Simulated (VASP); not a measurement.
Write the native input for VASP 6.6.1 that does the following.

```
Task                   : single point
Functional             : PBE
Potentials or basis    : VASP PAW PBE potentials, release 64 (Au)
Cutoff                 : 500 eV
k mesh                 : 8 × 8 × 8
Occupations            : gaussian, width 0.05 eV
Spin                   : no spin polarisation
Dipole correction      : no
Further INCAR settings : ALGO = Normal; EDIFF = 1e-06; NBANDS = 12
```

The structure of Au lies in POSCAR:

```
Au
1.0
    0.0000000000      2.0858554210      2.0858554210
    2.0858554210      0.0000000000      2.0858554210
    2.0858554210      2.0858554210      0.0000000000
Au
1
Direct
    0.0000000000      0.0000000000      0.0000000000
```

These files were run (other wordings do the same):

INCAR

```
ALGO = Normal
EDIFF = 1E-6
ENCUT = 500
GGA = PE
GGA_COMPAT = F
ISIF = 2
ISMEAR = 0
LASPH = T
LCHARG = T
LELF = T
LREAL = F
LVHAR = T
LWAVE = F
NBANDS = 12
NELM = 120
PREC = Accurate
SIGMA = 0.05
```

KPOINTS

```
k-points
0
Gamma
  8 8 8
```

Potentials or basis: VASP PAW PBE potentials, release 64 (Au).

Run with:

```console
$ cat potpaw_PBE.64/Au/POTCAR > POTCAR
$ mpirun -np 1 vasp_std > vasp.out
```

Results of the run:

```json
{"Pressure": "-0.9 GPa"}
```

Wall time 5.4 s on 1 thread of Intel(R) Xeon(R) 6975P-C (Granite Rapids), on a shared host, peak memory 0.14 GiB.
